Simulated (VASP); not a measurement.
BaS:

```xyz
2
Lattice="0.0000 3.3081 3.1794 3.3081 0.0000 3.1794 3.3081 3.3081 0.0000" Properties=species:S:1:pos:R:3 pbc="T T T"
Ba    0.0000    0.0000    0.0000
S     3.3081    3.3081    3.1794
```

This cell differs from its parent crystal: epitaxial xy strain +3.0%.

Base run:

- Program: VASP 6.6.1
- Functional: PBE
- Potentials or basis: VASP PAW PBE potentials, release 64 (Ba_sv, S)
- Cutoff: 520 eV
- k mesh: 4 × 4 × 4
- Occupations: gaussian, width 0.01 eV
- Spin: no spin polarisation

Its results: band gap on the k mesh 2.11 eV (least direct gap 2.29 eV); pressure -1.1 GPa.

**Question.** The run is repeated on the same cell with these changes: functional from PBE to r2SCAN; k mesh from 4 × 4 × 4 to 8 × 8 × 8. What comes out?

**Answer.** Band gap on the k mesh 2.46 eV (least direct gap 2.65 eV); pressure -1.3 GPa.

Several settings changed at once.

Caveats: spin-orbit coupling is left out, which moves the levels of the heavy elements; the PAW data sets were made with another functional, which shifts forces and pressure a little (at least some runs).

A k mesh can miss the band edges.
